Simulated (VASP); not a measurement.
Wanted: the native input for a VASP 6.6.1 run.

```yaml
Task: single point
Functional: PBEsol
Potentials_or_basis: VASP PAW PBE potentials, release 64 (Hf_pv, O)
Cutoff: 520 eV
k_mesh: 8 × 8 × 8
Occupations: gaussian, width 0.05 eV
Spin: no spin polarisation
Dipole_correction: no
Further_INCAR_settings: ALGO = Normal; EDIFF = 1e-07; NBANDS = 18
```

The structure of HfO2 lies in POSCAR:

```
HfO2
1.0
    0.0000000000      2.5894065951      2.5220673956
    2.5894065951      0.0000000000      2.5220673956
    2.5894065951      2.5894065951      0.0000000000
Hf O
1 2
Direct
    0.0000000000      0.0000000000      0.0000000000
    0.2500000000      0.2500000000      0.2500000000
    0.7500000000      0.7500000000      0.7500000000
```

This cell differs from its parent crystal: normal strain along x +0.0267, normal strain along y +0.0267.

These files were run (other wordings do the same):

INCAR

```
ALGO     = Normal         # electronic algorithm
EDIFF    = 1E-7           # SCF threshold, eV
ENCUT    = 520            # plane-wave cutoff, eV
GGA      = PS             # functional
ISIF     = 2              # what is computed and relaxed
ISMEAR   = 0              # smearing method
LASPH    = True           # aspherical terms in the spheres
LCHARG   = False          # write CHGCAR
LREAL    = False          # projectors in reciprocal space
LWAVE    = False          # write WAVECAR
NBANDS   = 18             # bands
NELM     = 100            # most SCF steps
PREC     = Accurate       # precision mode
SIGMA    = 0.05           # smearing width, eV
```

KPOINTS

```
k-points
0
Gamma
  8 8 8
```

Potentials or basis: VASP PAW PBE potentials, release 64 (Hf_pv, O).

Command:

```bash
$ cat potpaw_PBE.64/Hf_pv/POTCAR potpaw_PBE.64/O/POTCAR > POTCAR
$ mpirun -np 1 vasp_std > vasp.out
```

Results of the run:

```json
{
 "Pressure": "-15.8 GPa",
 "Band gap on the k mesh": "3.36 eV, indirect (least direct gap 3.37 eV)"
}
```

Caveat: the cell differs from its parent crystal (normal strain along x +0.0267, normal strain along y +0.0267); the PAW data sets were made with another functional, which shifts forces and pressure a little; spin-orbit coupling is left out, which moves the levels of the heavy elements.

Wall time 17 s on 1 thread of Intel(R) Xeon(R) 6975P-C (Granite Rapids), with other jobs on the host, peak memory 0.17 GiB.
